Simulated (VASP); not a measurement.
Wanted: the native input for a VASP 6.6.1 run.

| Item | Value |
| --- | --- |
| Task | relaxation of cell and atoms |
| Functional | PBE |
| Potentials or basis | VASP PAW PBE potentials, release 64 (Na_pv, Sb) |
| Cutoff | 600 eV |
| k mesh | 6 × 6 × 6 |
| Occupations | gaussian, width 0.1 eV |
| Spin | no spin polarisation |
| Dipole correction | no |
| Further INCAR settings | ALGO = Normal; EDIFF = 1e-06; IBRION = 2; EDIFFG = -0.01; NSW = 100; ISIF = 3 |

The structure of Na2Sb5 lies in POSCAR:

```
Na2Sb5
1.0
    0.0000000000      5.5249904390      5.5249904390
    5.5249904390      0.0000000000      5.5249904390
    5.5249904390      5.5249904390      0.0000000000
Na Sb
2 5
Direct
    0.5000000000      0.5000000000      0.5000000000
    0.7500000000      0.7500000000      0.7500000000
    0.0000000000      0.0000000000      0.0000000000
    0.1530575627      0.5408273119      0.1530575627
    0.1530575627      0.1530575627      0.1530575627
    0.5408273119      0.1530575627      0.1530575627
    0.1530575627      0.1530575627      0.5408273119
```

These files were run (other wordings do the same):

INCAR

```
SYSTEM = Na2Sb5
  PREC = Accurate
  ENCUT = 600
  EDIFF = 1E-6
  ISMEAR = 0
  SIGMA = 0.1
  LREAL = .False.
  LASPH = .True.
  NELM = 100
  ALGO = Normal
  ISIF = 3
  LWAVE = .False.
  LCHARG = .False.
  GGA = PE
  IBRION = 2
  NSW = 100
  EDIFFG = -0.01
```

KPOINTS

```
regular mesh
0
Gamma
  6 6 6
  0 0 0
```

Potentials or basis: VASP PAW PBE potentials, release 64 (Na_pv, Sb).

Launch:

```sh
$ cat potpaw_PBE.64/Na_pv/POTCAR potpaw_PBE.64/Sb/POTCAR > POTCAR
$ mpirun -np 1 vasp_std > vasp.out
```

Results of the run:

```yaml
Relaxed_volume: 48.10 Å³/atom
Relaxed_cell: a = 7.809 Å, b = 7.809 Å, c = 7.809 Å, α = 60.00°, β = 60.00°, γ = 60.00°
Space_group_after_relaxing_to_0.05_Å: F-43m (No. 216)
Energy_gained_by_relaxing: 0.0 meV/atom
Ionic_steps: 2
Pressure_after_relaxing: 0.0 GPa
```

Run time: 3.3 min on 1 thread of Intel(R) Xeon(R) Platinum 8488C (Sapphire Rapids), with other jobs on the host, peak memory 0.64 GiB.
